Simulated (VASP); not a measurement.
Here is a VASP 6.6.1 calculation.

File INCAR:

```
SYSTEM = HfN
ALGO = Normal ; DIPOL = 0.5 0.5 0.410
EDIFF = 1E-7 ; ENCUT = 520
GGA = PE ; IDIPOL = 3
ISIF = 2 ; ISMEAR = 0
IVDW = 12 ; LASPH = .True.
LCHARG = .True. ; LDIPOL = .True.
LELF = .True. ; LREAL = Auto
LVACPOTAV = .True. ; LVHAR = .True.
LWAVE = .False. ; NBANDS = 108
NELM = 100 ; PREC = Accurate
SIGMA = 0.1
```

File KPOINTS:

```
k-points
0
Gamma
  3 3 1
  0 0 0
```

POSCAR

```
HfN
1.0
    6.3878118675      0.0000000000      0.0000000000
    0.0000000000      6.3878118675      0.0000000000
    0.0000000000      0.0000000000     24.9219650885
Hf N
12 12
Direct
    0.2500000000      0.2500000000      0.3210019745
    0.2500000000      0.7500000000      0.3210019745
    0.7500000000      0.2500000000      0.3210019745
    0.7500000000      0.7500000000      0.3210019745
    0.5011625850      0.4991151062      0.4107536225
    0.5010265758      0.0014462559      0.4107683263
   -0.0011871505      0.4991257112      0.4107522458
   -0.0010502879      0.0014352360      0.4107672066
    0.7499456195      0.7507774488      0.4956878326
    0.7500058219      0.2500488007      0.4991282041
    0.2500129359      0.7503608915      0.4969418844
    0.2499597765      0.2508029625      0.4962261874
    0.5000000000      0.5000000000      0.3210019745
    0.5000000000      0.0000000000      0.3210019745
    0.0000000000      0.5000000000      0.3210019745
    0.0000000000      0.0000000000      0.3210019745
    0.7499809480      0.7501792014      0.4081772422
    0.7499953732      0.2502201584      0.4074132428
    0.2499983076      0.7501349825      0.4088579394
    0.2499843848      0.2503176808      0.4084557316
    0.0005447627     -0.0002286813      0.5045663366
    0.0006761569      0.5015275358      0.5046900148
    0.4994109843     -0.0001982835      0.5045601371
    0.4992793961      0.5015000988      0.5046871572
```

Potentials or basis: VASP PAW PBE potentials, release 64 (Hf_pv, N).

Command:

```console
$ cat potpaw_PBE.64/Hf_pv/POTCAR potpaw_PBE.64/N/POTCAR > POTCAR
$ mpirun -np 1 vasp_std > vasp.out
```

Q: Predict the largest force.

A: 1.367 eV/Å.

Q: Predict the band gap on the k mesh.

A: 0.28 eV.

Forces on the atoms (eV/Å):
```
Hf   0.000  0.002  1.277
Hf   0.000  0.003  1.367
Hf   0.000  0.002  1.011
Hf   0.000  0.003  1.255
Hf  -0.069  0.043  0.018
Hf  -0.062 -0.052 -0.001
Hf   0.070  0.043  0.019
Hf   0.062 -0.051  0.000
Hf   0.004 -0.039  0.151
Hf  -0.002  0.049 -1.061
Hf  -0.004  0.010 -0.302
Hf   0.002 -0.013 -0.014
N   -0.021  0.021 -1.137
N   -0.022 -0.014 -1.138
N    0.020  0.021 -1.137
N    0.021 -0.014 -1.138
N    0.000  0.012  0.013
N    0.000  0.000  0.560
N   -0.001  0.010 -0.037
N    0.000 -0.002  0.020
N   -0.040  0.058  0.081
N   -0.051 -0.076  0.056
N    0.041  0.056  0.082
N    0.051 -0.074  0.057
```

Caveat: spin-orbit coupling is left out, which moves the levels of the heavy elements.
